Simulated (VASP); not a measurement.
Set up this calculation in VASP 6.6.1, as the native input.

* Task: single point
* Functional: PBEsol
* Potentials or basis: VASP PAW PBE potentials, release 64 (Si, Ni)
* Cutoff: 520 eV
* k mesh: 12 × 12 × 10
* Occupations: gaussian, width 0.15 eV
* Spin: no spin polarisation
* Dipole correction: no
* Further INCAR settings: ALGO = Fast; EDIFF = 1e-06; NBANDS = 33

The structure of SiNi2 lies in POSCAR:

```
SiNi2
1.0
    3.9845175335      0.0000000000      0.0000000000
   -1.9922587668      3.4506934059      0.0000000000
    0.0000000000      0.0000000000      4.8432305002
Si Ni
2 4
Direct
    0.3333333333      0.6666666667      0.7500000000
    0.6666666667      0.3333333333      0.2500000000
    0.0000000000      0.0000000000      0.0000000000
    0.0000000000      0.0000000000      0.5000000000
    0.3333333333      0.6666666667      0.2500000000
    0.6666666667      0.3333333333      0.7500000000
```

This cell differs from its parent crystal: strain +0.030 along x and y, -0.015 along z.

One way to write it, as run:

INCAR

```
SYSTEM = SiNi2
PREC = Accurate
ENCUT = 520
EDIFF = 1E-6
ISMEAR = 0
SIGMA = 0.15
LREAL = .False.
LASPH = .True.
NELM = 100
ALGO = Fast
ISIF = 2
LWAVE = .False.
LCHARG = .True.
GGA = PS
LELF = .True.
LVHAR = .True.
NBANDS = 33
```

KPOINTS

```
Automatic mesh
0
Gamma
  12 12 10
  0 0 0
```

Potentials or basis: VASP PAW PBE potentials, release 64 (Si, Ni).

Command:

```bash
$ cat potpaw_PBE.64/Si/POTCAR potpaw_PBE.64/Ni/POTCAR > POTCAR
$ mpirun -np 1 vasp_std > vasp.out
```

Results of the run:

The pressure is -9.2 GPa. The band gap on the k mesh is zero (bands 24 and 25 overlap by 2.77 eV).

Caveat: the cell differs from its parent crystal (strain +0.030 along x and y, -0.015 along z); the stress differs along the axes, from -13 to -1 GPa; the PAW data sets were made with another functional, which shifts forces and pressure a little.

It took 6.8 min on 1 thread of Intel Xeon 8259CL (shared host), peak memory 0.32 GiB.
